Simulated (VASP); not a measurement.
# Sb2Pt (P-3m1) in VASP: a series of runs, part 2 of 2

VASP 6.6.1. The steps go on from the part before.

### 3 Relaxation of cell and atoms, PBE

This run uses another cell than the first one, of 23.18 Å³/atom.

Input file INCAR:

```
PREC = Accurate ; ENCUT = 600
EDIFF = 1E-7 ; ISMEAR = 0
SIGMA = 0.2 ; LREAL = F
LASPH = T ; NELM = 80
ALGO = Normal ; ISIF = 3
LWAVE = F ; LCHARG = F
GGA = PE ; IBRION = 2
NSW = 36 ; EDIFFG = -0.08
```

Input file KPOINTS:

```
Automatic mesh
0
Gamma
  6 6 4
```

Input file POSCAR:

```
Sb2Pt
1.0
    3.9001373600      0.0000000000      0.0000000000
   -1.9500686800      3.3776180300      0.0000000000
    0.0000000000      0.0000000000      5.2796746900
Sb Pt
2 1
Direct
    0.6666666700      0.3333333300      0.7508609900
    0.3333333300      0.6666666700      0.2491390100
    0.0000000000      0.0000000000      0.0000000000
```

Potentials or basis: VASP PAW PBE potentials, release 64 (Sb, Pt).

Started as:

```console
$ cat potpaw_PBE.64/Sb/POTCAR potpaw_PBE.64/Pt/POTCAR > POTCAR
$ mpirun -np 1 vasp_std > vasp.out
```

OUTCAR:

```text
PREC = Accurate
   ENCUT = 600
   EDIFF = 1E-7
   ISMEAR = 0
   LREAL = F
   LASPH = T
   NELM = 80
   ISIF = 3
   GGA = PE
   IBRION = 2
   NSW = 36
   EDIFFG = -0.08

 ion  position               nearest neighbor table
   1  0.667  0.333  0.751-   3 2.61   3 2.61   3 2.61   2 3.46   2 3.46   2 3.46   2 3.48   2 3.48
                             2 3.48
   2  0.333  0.667  0.249-   3 2.61   3 2.61   3 2.61   1 3.46   1 3.46   1 3.46   1 3.48   1 3.48
                             1 3.48
   3  0.000  0.000  0.000-   1 2.61   2 2.61   2 2.61   1 2.61   1 2.61   2 2.61

  LATTYP: Found a hexagonal cell.
 ALAT       =     3.9001373600
 C/A-ratio  =     1.3537150625

  Lattice vectors:

 A1 = (   3.9001373600,   0.0000000000,   0.0000000000)
 A2 = (  -1.9500686800,   3.3776180300,   0.0000000000)
 A3 = (   0.0000000000,   0.0000000000,   5.2796746900)

[... 231 lines left out ...]
      7       3.3262      2.00000
      8       4.1894      2.00000
      9       7.1132      0.00000
     10       7.1132      0.00000
     11       7.9587      0.00000
     12       7.9587      0.00000
     13       8.9321      0.00000
     14       9.6853      0.00000
[... 573 lines left out ...]
--------------------------------------- Ionic step        7  -------------------------------------------

 number of electron      20.0000002 magnetization

 Free energy of the ion-electron system (eV)
  ---------------------------------------------------
  ext. energy  EPLUGINS =         0.00000000
  ---------------------------------------------------
  free energy    TOTEN  =       -15.35822433 eV

  energy without entropy =      -15.32059584  energy(sigma->0) =      -15.33941008

 E-fermi :   7.7278     XC(G=0): -10.3906

 val. band max:        7.6966945160   @ k =   0.3333   0.1667   0.2500
 cond. band min:       7.7390480277   @ k =   0.3333   0.0000   0.5000
 fundamental gap:      0.0423535117
 Fermi energy:         7.7277887516

 k-point     1 :       0.0000    0.0000    0.0000
  band No.  band energies     occupation
      1      -4.2039      2.00000
      2      -0.0631      2.00000
      3       2.2019      2.00000
      4       3.0420      2.00000
      5       3.0420      2.00000
      6       4.5997      2.00000
      7       4.5997      2.00000
      8       5.8744      2.00000
      9       9.2958      0.00000
     10       9.2958      0.00000
     11      10.4478      0.00000
     12      10.4478      0.00000
     13      11.4371      0.00000
     14      11.7601      0.00000
[... 419 lines left out ...]
  FREE ENERGIE OF THE ION-ELECTRON SYSTEM (eV)
  ---------------------------------------------------
  free  energy   TOTEN  =       -15.3582243252 eV

  energy  without entropy=      -15.3205958429  energy(sigma->0) =      -15.33941008

 reached required accuracy - stopping structural energy minimisation
```

OSZICAR:

```text
N       E                     dE             d eps       ncg     rms          rms(c)
DAV:   1     0.120876439708E+03    0.12088E+03   -0.86827E+03   672   0.135E+03
DAV:   2    -0.102751509878E+02   -0.13115E+03   -0.12601E+03   804   0.232E+02
DAV:   3    -0.153936590534E+02   -0.51185E+01   -0.50541E+01   864   0.519E+01
[... 76 lines left out ...]
DAV:   5    -0.153582215644E+02    0.59252E-04   -0.38418E-04   774   0.182E-01    0.565E-02
DAV:   6    -0.153582269412E+02   -0.53767E-05   -0.23806E-05   762   0.411E-02    0.175E-02
DAV:   7    -0.153582242521E+02    0.26890E-05   -0.18210E-05   720   0.407E-02    0.299E-03
DAV:   8    -0.153582242900E+02   -0.37922E-07   -0.14533E-06   756   0.121E-02    0.250E-03
DAV:   9    -0.153582243252E+02   -0.35178E-07   -0.35631E-08   348   0.169E-03
   7 F= -.15358224E+02 E0= -.15339410E+02  d E =-.629306E-02
```

CONTCAR:

```text
Sb2Pt
   1.00000000000000
     4.0439878286216979    0.0000000000000000    0.0000000000000000
    -2.0219939143108490    3.5021961899485166    0.0000000000000000
     0.0000000000000000    0.0000000000000000    5.2780041295081626
  Sb              Pt
     2     1
Direct
     0.6666666699999979    0.3333333300000021    0.7433241388302498
     0.3333333300000021    0.6666666699999979    0.2566758611697502
     0.0000000000000000    0.0000000000000000    0.0000000000000000

  0.00000000E+00  0.00000000E+00  0.00000000E+00
  0.00000000E+00  0.00000000E+00  0.00000000E+00
  0.00000000E+00  0.00000000E+00  0.00000000E+00
```

It took 64 s on 1 thread of Intel Xeon 6975P-C (Granite Rapids), shared host; peak memory 0.23 GiB.

Results:

```
Free energy                           : -15.3582 eV
Relaxed volume                        : 24.92 Å³/atom
Relaxed cell                          : a = 4.044 Å, b = 4.044 Å, c = 5.278 Å, α = 90.00°, β = 90.00°, γ = 120.00°
Space group after relaxing (to 0.1 Å) : P-3m1 (No. 164)
Energy gained by relaxing             : 84.7 meV/atom
Ionic steps                           : 7
Pressure after relaxing               : 0.2 GPa
Largest force after relaxing          : 0.080 eV/Å
Band gap on the k mesh                : zero (bands 10 and 11 overlap by 3.35 eV)
```

Forces in eV/Å, atoms in the order of the input:
```
Sb   0.000  0.000 -0.080
Sb   0.000  0.000  0.080
Pt   0.000  0.000  0.000
```

Stress tensor (GPa, compression positive):
```
0.13 0.00 0.00
0.00 0.13 0.00
0.00 0.00 0.23
```

Step by step:
| step | energy change (eV) | largest force (eV/Å) | pressure (GPa) | volume (Å³) |
| --- | --- | --- | --- | --- |
| 1 | 0.0000 | 1.3306 | 11.54 | 69.55 |
| 2 | 0.2743 | 1.0748 | -10.53 | 87.71 |
| 3 | -0.2473 | 0.0548 | -0.65 | 76.13 |
| 4 | -0.2478 | 0.0938 | -0.29 | 75.87 |
| 5 | -0.2478 | 0.1136 | -0.11 | 75.74 |
| 6 | -0.2507 | 0.1049 | -0.04 | 75.45 |
| 7 | -0.2541 | 0.0798 | 0.17 | 74.75 |

Final structure:
```
CELL_PARAMETERS angstrom
4.04399 0.00000 0.00000
-2.02199 3.50220 0.00000
0.00000 0.00000 5.27800
ATOMIC_POSITIONS crystal
Sb 0.66667 0.33333 0.74332
Sb 0.33333 0.66667 0.25668
Pt 0.00000 0.00000 0.00000
```

Caveat: spin-orbit coupling is left out, which moves the levels of the heavy elements; the relaxation stopped at a loose force limit of 0.08 eV/Å, so its end isn't a converged minimum.

### 4 Single point, PBE

This run uses another cell than the first one, of 24.62 Å³/atom.

Input file INCAR:

```
SYSTEM = Sb2Pt
ALGO = Normal ; EDIFF = 1E-7
ENCUT = 520 ; GGA = PE
ISIF = 2 ; ISMEAR = 0
LASPH = .True. ; LCHARG = .True.
LELF = .True. ; LREAL = .False.
LVHAR = .True. ; LWAVE = .False.
NBANDS = 17 ; NELM = 60
PREC = Accurate ; SIGMA = 0.1
```

Input file KPOINTS:

```
k-points
0
Gamma
  12 12 8
  0 0 0
```

Input file POSCAR:

```
Sb2Pt
1.0
    4.0191938929      0.0000000000      0.0000000000
   -2.0095969464      3.4807240140      0.0000000000
    0.0000000000      0.0000000000      5.2788818562
Sb Pt
2 1
Direct
    0.6666666667      0.3333333333      0.7351088929
    0.3333333333      0.6666666667      0.2648911071
    0.0000000000      0.0000000000      0.0000000000
```

Started as:

```console
$ cat potpaw_PBE.64/Sb/POTCAR potpaw_PBE.64/Pt/POTCAR > POTCAR
$ mpirun -np 1 vasp_std > vasp.out
```

Run time: 69 s. Hardware: 1 thread of Intel Xeon 6975P-C (Granite Rapids), shared host; peak memory 0.3 GiB.

The run converged. Its results:

```
Free energy            : -15.3704 eV
Pressure               : -0.3 GPa
Largest force          : 0.023 eV/Å
Band gap on the k mesh : zero (bands 10 and 11 overlap by 3.46 eV)
```

Forces on the atoms (eV/Å):
```
Sb   0.000  0.000  0.023
Sb   0.000  0.000 -0.023
Pt   0.000  0.000  0.000
```

Levels at points of the mesh, in eV from the Fermi level:
```
           k point  band 7  band 8  band 9  band 10  band 11  band 12  band 13  band 14
(0.00, 0.00, 0.00)   -3.08   -1.94    1.66     1.66     2.62     2.62     3.86     4.02
(0.50, 0.00, 0.00)   -2.66   -2.20   -1.86    -1.68    -1.58     1.32     4.55     5.02
(0.00, 0.00, 0.50)   -3.11   -0.33    0.64     0.89     0.89     4.11     4.11     5.29
(0.50, 0.00, 0.50)   -2.79   -2.69   -2.44    -0.45     1.10     1.80     3.13     5.43
```

Caveat: spin-orbit coupling is left out, which moves the levels of the heavy elements.

### 5 Overview

```csv
task,cell,k mesh,cutoff (eV),smearing,gap on the mesh (eV),pressure (GPa),largest force (eV/Å)
single point,"a = 3.995, b = 3.995, c = 5.315 Å, angles 90.0, 90.0, 120.0°, 3 atoms, atomic positions A",6 × 6 × 4,520,gaussian 0.2 eV,none,-0.3,0.03
relaxation of cell and atoms,"relaxed from a = 3.900, b = 3.900, c = 5.280 Å, angles 90.0, 90.0, 120.0°, 3 atoms, atomic positions B",6 × 6 × 4,600,gaussian 0.2 eV,none,0.2,0.08
single point,"a = 4.019, b = 4.019, c = 5.279 Å, angles 90.0, 90.0, 120.0°, 3 atoms, atomic positions C",12 × 12 × 8,520,gaussian 0.1 eV,none,-0.3,0.02
```

Alike in all rows: level PBE; potentials or basis VASP PAW PBE potentials, release 64 (Sb, Pt); no spin polarisation.

Caveats: spin-orbit coupling is left out, which moves the levels of the heavy elements; the relaxation stopped at a loose force limit of 0.08 eV/Å, so its end isn't a converged minimum (at least some runs).

Total energies depend on the potentials used, so only differences within one code and one set of settings carry meaning.

The gap in the log of VASP goes by the Fermi energy; the results here count the filled bands.